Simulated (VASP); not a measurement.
# NaF (Fmmm) in VASP: single point with PBE

Aim: the single point of NaF with PBE.

Everything below comes from runs of VASP 6.6.1. Logs are shortened: lines on timing, memory, paths and dates and some standing lists are left out, and cuts for length are marked.

### Step 1. The cell of the first run

The structure is orthorhombic, space group Fmmm (No. 69). Conventional cell: a = 4.560 Å, b = 4.647 Å, c = 4.733 Å, α = 90.00°, β = 90.00°, γ = 90.00°. Na (site symmetry mmm) has 6 F at 2.28 to 2.37 Å within 3.0 Å. F (site symmetry mmm) has 6 Na at 2.28 to 2.37 Å within 3.0 Å.

### Step 2. Single point, PBE (strain +0.0187 x Voigt [1, -1, 0, 0, 0, 0])

File INCAR:

```
PREC = Accurate
ENCUT = 520
EDIFF = 1E-6
ISMEAR = 0
SIGMA = 0.05
LREAL = False
LASPH = True
NELM = 100
ALGO = Normal
ISIF = 2
LWAVE = False
LCHARG = True
GGA = PE
LELF = True
LVHAR = True
NBANDS = 14
```

File KPOINTS:

```
Automatic mesh
0
Gamma
  8 8 8
```

File POSCAR:

```
NaF
1.0
    0.0000000000      2.2798542900      2.3233000000
    2.3667457100      0.0000000000      2.3233000000
    2.3667457100      2.2798542900      0.0000000000
Na F
1 1
Direct
    0.0000000000      0.0000000000      0.0000000000
    0.5000000000      0.5000000000      0.5000000000
```

Potentials or basis: VASP PAW PBE potentials, release 64 (Na_pv, F).

Launch:

```sh
cat potpaw_PBE.64/Na_pv/POTCAR potpaw_PBE.64/F/POTCAR > POTCAR
mpirun -np 1 vasp_std > vasp.out
```

OUTCAR:

```text
PREC = Accurate
   ENCUT = 520
   EDIFF = 1E-6
   ISMEAR = 0
   LREAL = False
   LASPH = True
   NELM = 100
   ISIF = 2
   GGA = PE

 ion  position               nearest neighbor table
   1  0.000  0.000  0.000-   2 2.28   2 2.28   2 2.32   2 2.32
   2  0.500  0.500  0.500-   1 2.28   1 2.28   1 2.32   1 2.32

  LATTYP: Found a face centered orthorhombic cell.
 ALAT       =     4.5597085800
 B/A-ratio  =     1.0190563538
 C/A-ratio  =     1.0381127076

  Lattice vectors:

 A1 = (  -2.3667457100,   0.0000000000,  -2.3233000000)
 A2 = (  -2.3667457100,   2.2798542900,   0.0000000000)
 A3 = (   0.0000000000,   2.2798542900,  -2.3233000000)

Analysis of symmetry for initial positions (statically):
=====================================================================
 Subroutine PRICEL returns:
 Original cell was already a primitive cell.

 Routine SETGRP: Setting up the symmetry group for a
 face centered orthorhombic supercell.

 Subroutine GETGRP returns: Found  8 space group operations
 (whereof  8 operations were pure point group operations)
 out of a pool of  8 trial point group operations.

The static configuration has the point symmetry D_2h.

Analysis of symmetry for dynamics (positions and initial velocities):
=====================================================================
 Subroutine PRICEL returns:
 Original cell was already a primitive cell.

 Routine SETGRP: Setting up the symmetry group for a
 face centered orthorhombic supercell.

 Subroutine GETGRP returns: Found  8 space group operations
 (whereof  8 operations were pure point group operations)
 out of a pool of  8 trial point group operations.

The dynamic configuration has the point symmetry D_2h.

 Subroutine INISYM returns: Found  8 space group operations
 (whereof  8 operations are pure point group operations),
 and found     1 'primitive' translations

----------------------------------------------------------------------------------------

                                     Primitive cell

  volume of cell :      25.0723

  direct lattice vectors                    reciprocal lattice vectors
     0.000000000  2.279854290  2.323300000    -0.211260550  0.219312261  0.215211122
     2.366745710  0.000000000  2.323300000     0.211260550 -0.219312261  0.215211122
     2.366745710  2.279854290  0.000000000     0.211260550  0.219312261 -0.215211122

  length of vectors
     3.255066585  3.316505412  3.286216797     0.372887000  0.372887000  0.372887000

  position of ions in fractional coordinates (direct lattice)
     0.000000000  0.000000000  0.000000000
     0.500000000  0.500000000  0.500000000

  ion indices of the primitive-cell ions
[... 82 lines left out ...]
   ISYM   =      2    0-nonsym 1-usesym 2-fastsym
   POTIM  = 0.5000    time-step for ionic-motion
   TEBEG  =    0.0;   TEEND  =   0.0 temperature during run
   PSTRESS=    0.0 pullay stress
   NELECT =      14.0000    total number of electrons
   NUPDOWN=      -1.0000    fix difference up-down
   EMIN   =  10.00;   EMAX   =-10.00  energy-range for DOS
   EFERMI =   0.00;   METHOD = LEGACY
   ISMEAR =     0;   SIGMA  =   0.05  broadening in eV -4-tet -1-fermi 0-gaus
   EFERMI_NEDOS =   21; number of points for ismear=-14 and -15
   IALGO  =     38    algorithm
   IMIX   =      4    mixing-type and parameters
     AMIX     =   0.40;   BMIX     =  1.00
     AMIX_MAG =   1.60;   BMIX_MAG =  1.00
  volume/ion in A,a.u.               =      12.54        84.60
  Fermi-wavevector in a.u.,A,eV,Ry     =   1.348092  2.547524 24.726574  1.817352
  Thomas-Fermi vector in A             =   2.475789
   LORBIT       =      0    0 simple, 1 ext, 2 COOP (PROOUT), +10 PAW based schemes
   GGA     = PE    functional components
   LHFCALC =     F    Hartree Fock is set to
   AEXX    =    0.0000 exact exchange contribution
   IVDW    =     0    specifies the selected vdW correction
   LEPSILON=     F    determine dielectric tensor
   LRPA    =     F    only Hartree local field effects (RPA)
 non-spin polarized calculation
 Gauss-broadening in eV      SIGMA  =   0.05
  energy-cutoff  :      520.00
  volume of cell :       25.07
 maximum number of plane-waves:       684
   NGX = 13   NGY = 13   NGZ = 13

 number of electron      13.9999991 magnetization

 Free energy of the ion-electron system (eV)
  ---------------------------------------------------
  ext. energy  EPLUGINS =         0.00000000
  ---------------------------------------------------
  free energy    TOTEN  =        -8.55933001 eV

  energy without entropy =       -8.55933001  energy(sigma->0) =       -8.55933001

 E-fermi :  -1.9019     XC(G=0):  -9.1167

 val. band max:       -2.1179243301   @ k =   0.0000   0.0000   0.0000
 cond. band min:       4.1368764260   @ k =   0.0000   0.0000   0.0000
 fundamental gap:      6.2548007561
 Fermi energy:        -1.9018786805

 k-point     1 :       0.0000    0.0000    0.0000
  band No.  band energies     occupation
      1     -21.2800      2.00000
      2     -21.0918      2.00000
      3     -21.0843      2.00000
      4     -21.0780      2.00000
      5      -2.1198      2.00000
      6      -2.1180      2.00000
      7      -2.1179      2.00000
      8       4.1369      0.00000
      9      16.6818      0.00000
     10      16.8124      0.00000
     11      16.9421      0.00000
     12      19.6593      0.00000
     13      21.3591      0.00000
     14      22.2917      0.00000
[... 377 lines left out ...]
      1     -21.8035      2.00000
      2     -21.1111      2.00000
      3     -21.0988      2.00000
      4     -20.4397      2.00000
      5      -3.3422      2.00000
      6      -2.3868      2.00000
      7      -2.3631      2.00000
      8       7.4106      0.00000
      9      11.7318      0.00000
     10      17.0879      0.00000
     11      17.3254      0.00000
     12      18.9599      0.00000
     13      21.5802      0.00000
     14      23.7365      0.00000

 [... further k-points ...]
[... 5 lines left out ...]
  --------------------------------------------------------------------------------------
  -------------------------------------------------------------------------------------
  Total        0.0257599      0.5297052      0.2496505      0.0000000      0.0000000      0.0000000
  in kB        1.6461145     33.8493913     15.9532442      0.0000000      0.0000000      0.0000000
  external PRESSURE =      17.1495833 kB  Pullay stress =       0.0000000 kB

 VOLUME and BASIS-vectors are now :
 -----------------------------------------------------------------------------
  energy-cutoff  :      520.00
  volume of cell :       25.07
      direct lattice vectors                 reciprocal lattice vectors
     0.000000000  2.279854290  2.323300000    -0.211260550  0.219312261  0.215211122
     2.366745710  0.000000000  2.323300000     0.211260550 -0.219312261  0.215211122
     2.366745710  2.279854290  0.000000000     0.211260550  0.219312261 -0.215211122

 POSITION                                       TOTAL-FORCE (eV/Angst)
 -----------------------------------------------------------------------------------
      0.00000      0.00000      0.00000         0.000000      0.000000      0.000000
      2.36675      2.27985      2.32330        -0.000000     -0.000000     -0.000000
 -----------------------------------------------------------------------------------
    total drift:                                0.000000     -0.000000      0.000000

  FREE ENERGIE OF THE ION-ELECTRON SYSTEM (eV)
  ---------------------------------------------------
  free  energy   TOTEN  =        -8.5593300128 eV

  energy  without entropy=       -8.5593300128  energy(sigma->0) =       -8.55933001
```

It took 16 s on 1 thread of Intel Xeon Platinum 8488C (Sapphire Rapids), shared host; peak memory 0.15 GiB.

Results:

```yaml
Free_energy: -8.5593 eV
Pressure: 1.7 GPa
Band_gap_on_the_k_mesh: 6.25 eV, direct
```

Caveat: the cell differs from its parent crystal (strain +0.0187 x Voigt [1, -1, 0, 0, 0, 0]).
